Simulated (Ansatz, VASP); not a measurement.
# TaN in VASP and in Ansatz

```
CELL_PARAMETERS angstrom
0.00000 -2.18744 -2.18744
0.00000 2.18744 -2.18744
4.37489 0.00000 0.00000
ATOMIC_POSITIONS crystal
Ta 0.54743 0.45257 0.97911
Ta 0.95257 0.04743 0.52089
N 0.44788 0.55212 0.45524
N 0.05212 0.94788 0.04476
```

Change from the starting cell: mode 1 frozen in at -0.196 Å and mode 2 at -0.228 Å (largest displacements).

Alike in both runs: task single point; functional PBEsol; k mesh 14 × 14 × 10; occupations gaussian, width 0.15 eV; no spin polarisation.

```csv
,VASP,Ansatz
version,VASP 6.6.1,Ansatz 0.2.0
potentials or method,"VASP PAW PBE potentials, release 64 (Ta_pv, N), cutoff 520 eV","scalar-relativistic, plane waves, PAW"
valence electrons in the cell,32,36
```

|  | VASP | Ansatz | Ansatz less VASP |
| --- | --- | --- | --- |
| gap on the k mesh at the Fermi level (eV) | none | none | - |
| pressure (GPa) | 3.5 | 2.3 | -1.16 |
| traceless stress, the component that is largest in VASP (GPa) | -12.10 | -11.96 | +0.144 |
| rms of the force components (eV/Å) | 0.907 | 0.909 | +0.0027 |

VASP's potentials were made for PBE, not for PBEsol, and Ansatz warns of the same on its side. Atom by atom the forces differ by 0.016 eV/Å (rms over components). A gap of «none» marks a metal or a gap that the smearing closes. The functional is the same, so the differences come from potentials, cutoffs and numerics. VASP's potentials hold 32 valence electrons a cell and Ansatz's 36, so a difference there can come from the potentials and not from the codes.

Neither program's run includes spin-orbit coupling.
